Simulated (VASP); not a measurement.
# TaN (Fm-3m) in VASP: a series of runs, part 2 of 2

VASP 6.6.1. Earlier steps stand in the parts before.

## 3. Relaxation of volume and atoms at fixed shape, LDA

This run uses another cell than the first one, of 10.35 Å³/atom, 1.015 times its volume.

Input file INCAR:

```
PREC     = Accurate       # precision mode
ENCUT    = 600            # plane-wave cutoff, eV
EDIFF    = 1E-7           # SCF threshold, eV
ISMEAR   = -1             # smearing method
SIGMA    = 0.05           # smearing width, eV
LREAL    = False          # projectors in reciprocal space
LASPH    = True           # aspherical terms in the spheres
NELM     = 120            # most SCF steps
ALGO     = Normal         # electronic algorithm
ISIF     = 8              # what is computed and relaxed
LWAVE    = False          # write WAVECAR
LCHARG   = False          # write CHGCAR
IBRION   = 2              # ionic algorithm
NSW      = 60             # ionic steps
EDIFFG   = -0.03          # ionic threshold
GGA_COMPAT= False        
NELMIN   = 4
```

Input file KPOINTS:

```
Automatic mesh
0
Gamma
  7 7 7
```

Input file POSCAR:

```
TaN
1.0
    3.0815710000      0.0000000000      0.0000000000
    1.5407855000      2.6687187696      0.0000000000
    1.5407855000      0.8895729232      2.5160921854
Ta N
1 1
Direct
    0.5000000000      0.5000000000      0.5000000000
    0.0000000000      0.0000000000      0.0000000000
```

Potentials or basis: VASP PAW LDA potentials, release 64 (Ta_pv, N).

On the command line:

```console
cat potpaw_LDA.64/Ta_pv/POTCAR potpaw_LDA.64/N/POTCAR > POTCAR
mpirun -np 1 vasp_std > vasp.out
```

OUTCAR:

```text
PREC = Accurate
   ENCUT = 600
   EDIFF = 1E-7
   ISMEAR = -1
   LREAL = False
   LASPH = True
   NELM = 120
   ISIF = 8
   IBRION = 2
   NSW = 60
   EDIFFG = -0.03
   NELMIN = 4

 ion  position               nearest neighbor table
   1  0.500  0.500  0.500-   2 2.18   2 2.18   2 2.18   2 2.18   2 2.18   2 2.18
   2  0.000  0.000  0.000-   1 2.18   1 2.18   1 2.18   1 2.18   1 2.18   1 2.18

  LATTYP: Found a face centered cubic cell.
 ALAT       =     4.3579995017

  Lattice vectors:

 A1 = (   3.0815710000,   0.0000000000,   0.0000000000)
 A2 = (   1.5407855000,   2.6687187696,   0.0000000000)
 A3 = (   1.5407855000,   0.8895729232,   2.5160921854)

Analysis of symmetry for initial positions (statically):
=====================================================================
 Subroutine PRICEL returns:
 Original cell was already a primitive cell.

 Routine SETGRP: Setting up the symmetry group for a
 face centered cubic supercell.

 Subroutine GETGRP returns: Found 48 space group operations
 (whereof 48 operations were pure point group operations)
 out of a pool of 48 trial point group operations.

The static configuration has the point symmetry O_h .

Analysis of symmetry for dynamics (positions and initial velocities):
=====================================================================
 Subroutine PRICEL returns:
 Original cell was already a primitive cell.

 Routine SETGRP: Setting up the symmetry group for a
 face centered cubic supercell.

 Subroutine GETGRP returns: Found 48 space group operations
 (whereof 48 operations were pure point group operations)
 out of a pool of 48 trial point group operations.

The dynamic configuration has the point symmetry O_h .

 Subroutine INISYM returns: Found 48 space group operations
 (whereof 48 operations are pure point group operations),
 and found     1 'primitive' translations

----------------------------------------------------------------------------------------

                                     Primitive cell

  volume of cell :      20.6920

  direct lattice vectors                    reciprocal lattice vectors
     3.081571000  0.000000000  0.000000000     0.324509804 -0.187355822 -0.132480573
     1.540785500  2.668718770  0.000000000     0.000000000  0.374711645 -0.132480573
     1.540785500  0.889572923  2.516092185     0.000000000  0.000000000  0.397441718

  length of vectors
     3.081571000  3.081571000  3.081571000     0.397441718  0.397441718  0.397441718

  position of ions in fractional coordinates (direct lattice)
     0.500000000  0.500000000  0.500000000
     0.000000000  0.000000000  0.000000000

  ion indices of the primitive-cell ions
   primitive index   ion index
                 1           1
                 2           2

----------------------------------------------------------------------------------------

 KPOINTS: Automatic mesh

Automatic generation of k-mesh.
 Grid dimensions read from file:
 generate k-points for:    7    7    7

 Generating k-lattice:

  Cartesian coordinates                     Fractional coordinates (reciprocal lattice)
     0.046358543 -0.026765117 -0.018925796     0.142857143  0.000000000  0.000000000
     0.000000000  0.053530235 -0.018925796     0.000000000  0.142857143  0.000000000
     0.000000000  0.000000000  0.056777388     0.000000000  0.000000000  0.142857143

  Length of vectors
     0.056777388  0.056777388  0.056777388

  Shift w.r.t. Gamma in fractional coordinates (k-lattice)
     0.000000000  0.000000000  0.000000000

 Subroutine IBZKPT returns following result:
 ===========================================

 Found     20 irreducible k-points:

 Following reciprocal coordinates:
            Coordinates               Weight
  0.000000  0.000000  0.000000      1.000000
  0.142857 -0.000000 -0.000000      8.000000
  0.285714  0.000000  0.000000      8.000000
  0.428571 -0.000000 -0.000000      8.000000
  0.142857  0.142857 -0.000000      6.000000
  0.285714  0.142857  0.000000     24.000000
[... 12 lines left out ...]
 -0.428571  0.428571  0.142857     24.000000
 -0.285714  0.428571  0.142857     24.000000
   k-points           NKPTS =     20   k-points in BZ     NKDIM =     20   number of bands    NBANDS=     12
   number of dos      NEDOS =    301   number of ions     NIONS =      2
   total plane-waves  NPLWV =  21952
   dimension x,y,z NGX =    28 NGY =   28 NGZ =   28
   dimension x,y,z NGXF=    56 NGYF=   56 NGZF=   56
   ions per type =               1   1
   NGX,Y,Z   is equivalent  to a cutoff of  15.11, 15.11, 15.11 a.u.
   NGXF,Y,Z  is equivalent  to a cutoff of  30.21, 30.21, 30.21 a.u.
 SYSTEM =  unknown system
   PREC   = accura    normal or accurate (medium, high low for compatibility)
   ISTART =      0    job   : 0-new  1-cont  2-samecut
   ICHARG =      2    charge: 1-file 2-atom 10-const
   ISPIN  =      1    spin polarized calculation?
   LNONCOLLINEAR =      F non collinear calculations
   LSORBIT =      F    spin-orbit coupling
   LASPH  =      T    aspherical Exc in radial PAW
   ENCUT  =  600.0 eV  44.10 Ry    6.64 a.u.   6.15  6.15  6.15*2*pi/ulx,y,z
   NELM   =    120;   NELMIN=  4; NELMDL= -5     # of ELM steps
   EDIFF  = 0.1E-06   stopping-criterion for ELM
   LREAL  =      F    real-space projection
   EDIFFG = -.3E-01   stopping-criterion for IOM
   NSW    =     60    number of steps for IOM
   IBRION =      2    ionic relax: 0-MD 1-quasi-New 2-CG
   NFREE  =      1    steps in history (QN), initial steepest desc. (CG)
   ISIF   =      8    stress and relaxation
   ISYM   =      2    0-nonsym 1-usesym 2-fastsym
   POTIM  = 0.5000    time-step for ionic-motion
   TEBEG  =    0.0;   TEEND  =   0.0 temperature during run
   PSTRESS=    0.0 pullay stress
   NELECT =      16.0000    total number of electrons
   NUPDOWN=      -1.0000    fix difference up-down
   EMIN   =  10.00;   EMAX   =-10.00  energy-range for DOS
   EFERMI =   0.00;   METHOD = LEGACY
   ISMEAR =    -1;   SIGMA  =   0.05  broadening in eV -4-tet -1-fermi 0-gaus
   EFERMI_NEDOS =   21; number of points for ismear=-14 and -15
   IALGO  =     38    algorithm
   IMIX   =      4    mixing-type and parameters
     AMIX     =   0.40;   BMIX     =  1.00
     AMIX_MAG =   1.60;   BMIX_MAG =  1.00
  volume/ion in A,a.u.               =      10.35        69.82
  Fermi-wavevector in a.u.,A,eV,Ry     =   1.502615  2.839530 30.719929  2.257851
  Thomas-Fermi vector in A             =   2.613832
   LORBIT       =      0    0 simple, 1 ext, 2 COOP (PROOUT), +10 PAW based schemes
   GGA     = CA    functional components
   LHFCALC =     F    Hartree Fock is set to
   AEXX    =    0.0000 exact exchange contribution
   IVDW    =     0    specifies the selected vdW correction
   LEPSILON=     F    determine dielectric tensor
   LRPA    =     F    only Hartree local field effects (RPA)
 conjugate gradient relaxation of ions
 non-spin polarized calculation
  energy-cutoff  :      600.00
  volume of cell :       20.69
 maximum number of plane-waves:       701
 NGX is ok and might be reduce to    28
   NGX = 13   NGY = 13   NGZ = 13

--------------------------------------- Ionic step        1  -------------------------------------------

 number of electron      16.0000001 magnetization

 Free energy of the ion-electron system (eV)
  ---------------------------------------------------
  ext. energy  EPLUGINS =         0.00000000
  ---------------------------------------------------
  free energy    TOTEN  =       -24.17436753 eV

  energy without entropy =      -24.16277635  energy(sigma->0) =      -24.16857194

------------------------ aborting loop because EDIFF is reached ----------------------------------------

  FORCE on cell =-STRESS in cart. coord.  units (eV):
  Direction    XX          YY          ZZ          XY          YZ          ZX
  --------------------------------------------------------------------------------------
  -------------------------------------------------------------------------------------
  Total       -0.0875630     -0.0875630     -0.0875630      0.0000000     -0.0000000      0.0000000
  in kB       -6.7799993     -6.7799993     -6.7799993      0.0000000     -0.0000000      0.0000000
  external PRESSURE =      -6.7799993 kB  Pullay stress =       0.0000000 kB
[... 57 lines left out ...]
  energy  without entropy=      -24.1623535361  energy(sigma->0) =      -24.16814883

--------------------------------------- Ionic step        3  -------------------------------------------

 number of electron      16.0000001 magnetization

 Free energy of the ion-electron system (eV)
  ---------------------------------------------------
  ext. energy  EPLUGINS =         0.00000000
  ---------------------------------------------------
  free energy    TOTEN  =       -24.17444572 eV

  energy without entropy =      -24.16285463  energy(sigma->0) =      -24.16865017

 E-fermi :   9.7189     XC(G=0): -13.8207

 val. band max:        9.7017951963   @ k =  -0.2857   0.1429  -0.0000
 cond. band min:       9.7250112938   @ k =   0.0000   0.0000   0.0000
 fundamental gap:      0.0232160975
 Fermi energy:         9.7189066912

 k-point     1 :       0.0000    0.0000    0.0000
  band No.  band energies     occupation
      1     -25.7997      2.00000
      2     -25.7997      2.00000
      3     -25.7997      2.00000
      4      -9.0910      2.00000
      5       5.9132      2.00000
      6       5.9132      2.00000
      7       5.9132      2.00000
      8       7.5078      2.00000
      9       7.5078      2.00000
     10       7.5078      2.00000
     11       9.7250      0.93903
     12       9.7250      0.93903
[... 312 lines left out ...]
  FREE ENERGIE OF THE ION-ELECTRON SYSTEM (eV)
  ---------------------------------------------------
  free  energy   TOTEN  =       -24.1744457183 eV

  energy  without entropy=      -24.1628546254  energy(sigma->0) =      -24.16865017

 reached required accuracy - stopping structural energy minimisation
```

Wall time 21 s (1 thread of Intel Xeon Platinum 8259CL at 2.50GHz (Skylake/Cascade Lake), shared host); peak memory 0.14 GiB.

Results:

```
Free energy                            : -24.1744 eV
Relaxed volume                         : 10.33 Å³/atom
Relaxed cell                           : a = 3.080 Å, b = 3.080 Å, c = 3.080 Å, α = 60.00°, β = 60.00°, γ = 60.00°
Space group after relaxing (to 0.05 Å) : Fm-3m (No. 225)
Energy gained by relaxing              : 0.0 meV/atom
Ionic steps                            : 3
Pressure after relaxing                : 0.0 GPa
Band gap on the k mesh                 : zero (band 8 reaches 11.15 eV, above the bottom of band 9 at 7.51 eV)
```

Final structure:
```
Ta N
1.0
     3.07974    0.00000    0.00000
     1.53987    2.66713    0.00000
     1.53987    0.88904    2.51460
Ta N
1 1
Direct
  0.50000 0.50000 0.50000
  0.00000 0.00000 0.00000
```

Levels at points of the mesh, in eV from the Fermi level:
| k point | band 6 | band 7 | band 8 | band 9 | band 10 | band 11 |
| --- | --- | --- | --- | --- | --- | --- |
| (0.00, 0.00, 0.00) | -3.81 | -3.81 | -2.21 | -2.21 | -2.21 | 0.01 |

Caveat: spin-orbit coupling is left out, which moves the levels of the heavy elements.
